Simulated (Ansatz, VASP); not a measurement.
## PbS: VASP beside Ansatz

```
CELL_PARAMETERS angstrom
2.96990 -2.92900 0.00000
2.96990 2.92900 0.00000
-1.09085 0.00000 11.70929
ATOMIC_POSITIONS crystal
Pb 0.77560 0.77560 0.63638
Pb 0.22440 0.22440 0.36362
S 0.26840 0.26840 0.59860
S 0.73160 0.73160 0.40140
```

Change from the starting cell: equal xx and yy strain of +1 %.

Alike in both runs: task single point; functional PBE; k mesh 7 × 7 × 3; occupations fermi-dirac, width 0.01 eV; no spin polarisation.

|  | VASP | Ansatz |
| --- | --- | --- |
| version | VASP 6.6.1 | Ansatz 0.2.0 |
| potentials or method | VASP PAW PBE potentials, release 64 (Pb_d, S), cutoff 520 eV | all-electron LAPW, scalar-relativistic |

```csv
,VASP,Ansatz,Ansatz less VASP
gap on the k mesh at the Fermi level (eV),1.36,1.36,+0.004
rms of the force components (eV/Å),0.209,0.208,-0.0015
```

Atom by atom the forces differ by 0.002 eV/Å (rms over components). Ansatz ran all-electron here, and VASP with PAW potentials.

Neither program's run includes spin-orbit coupling.
